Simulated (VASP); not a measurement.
HfO2: single point with PBE

The system is HfO2.

```
Hf O
1.0
     0.00000   -2.54881   -2.54881
    -2.54881    0.00000   -2.54881
     2.54881    2.54881   -5.09761
Hf O
2 4
Direct
  0.99935 0.99935 0.00196
  0.50065 0.50065 0.49804
  0.11905 0.11905 0.64284
  0.63095 0.63095 0.10716
  0.38095 0.38095 0.85716
  0.86905 0.86905 0.39284
```

This cell differs from its parent crystal: mode 12 (488.4 1/cm) frozen in, largest displacement +0.105 Å.

* Program: VASP 6.6.1
* Task: single point
* Functional: PBE
* Potentials or basis: VASP PAW PBE potentials, release 64 (Hf_pv, O)
* Cutoff: 520 eV
* k mesh: 6 × 6 × 8
* Occupations: gaussian, width 0.05 eV
* Spin: no spin polarisation
* Dipole correction: no
* Further INCAR settings: ALGO = Normal; EDIFF = 1e-06; NBANDS = 31; ISYM = 0

```yaml
Pressure: -2.1 GPa
Largest_force: 1.835 eV/Å
Band_gap_on_the_k_mesh: 3.58 eV
```

Forces on the atoms (eV/Å):
```
Hf  -1.060 -1.060  1.060
Hf   1.060  1.060 -1.060
O   -0.917 -0.917  0.917
O    0.781  0.781 -0.780
O    0.917  0.917 -0.917
O   -0.781 -0.781  0.780
```

Stress tensor (GPa, compression positive):
```
-2.13 -0.50  0.50
-0.50 -2.13  0.50
 0.50  0.50 -2.13
```

Levels at points of the mesh, in eV from the valence-band top:
| k point | band 19 | band 20 | band 21 | band 22 | band 23 | band 24 | band 25 | band 26 |
| --- | --- | --- | --- | --- | --- | --- | --- | --- |
| (0.00, 0.00, 0.00) | -1.95 | -0.79 | -0.55 | -0.55 | 3.79 | 3.79 | 4.46 | 4.46 |
| (0.50, 0.00, 0.00) | -1.65 | -1.19 | -1.03 | -0.78 | 3.97 | 4.62 | 4.67 | 5.12 |
| (0.00, 0.50, 0.00) | -1.65 | -1.19 | -1.03 | -0.78 | 3.97 | 4.62 | 4.67 | 5.12 |
| (0.50, 0.50, 0.00) | -1.96 | -1.58 | -0.99 | 0.00 | 3.58 | 4.41 | 4.47 | 5.29 |
| (0.00, 0.00, 0.50) | -1.87 | -1.87 | -1.01 | -1.01 | 4.32 | 4.32 | 4.60 | 4.60 |
| (0.50, 0.00, 0.50) | -1.96 | -1.58 | -0.99 | 0.00 | 3.58 | 4.41 | 4.47 | 5.29 |
| (0.00, 0.50, 0.50) | -1.96 | -1.58 | -0.99 | 0.00 | 3.58 | 4.41 | 4.47 | 5.29 |
| (0.50, 0.50, 0.50) | -1.65 | -1.19 | -1.03 | -0.78 | 3.97 | 4.62 | 4.67 | 5.12 |

Wall time 12 min on 1 thread of AMD EPYC 7R13 (shared host), peak memory 0.33 GiB.

Caveat: the cell differs from its parent crystal (mode 12 (488.4 1/cm) frozen in, largest displacement +0.105 Å); spin-orbit coupling is left out, which moves the levels of the heavy elements; forces of over 1 eV/Å act on the atoms, so gaps and moduli don't describe the material at rest. A k mesh can miss the band edges.
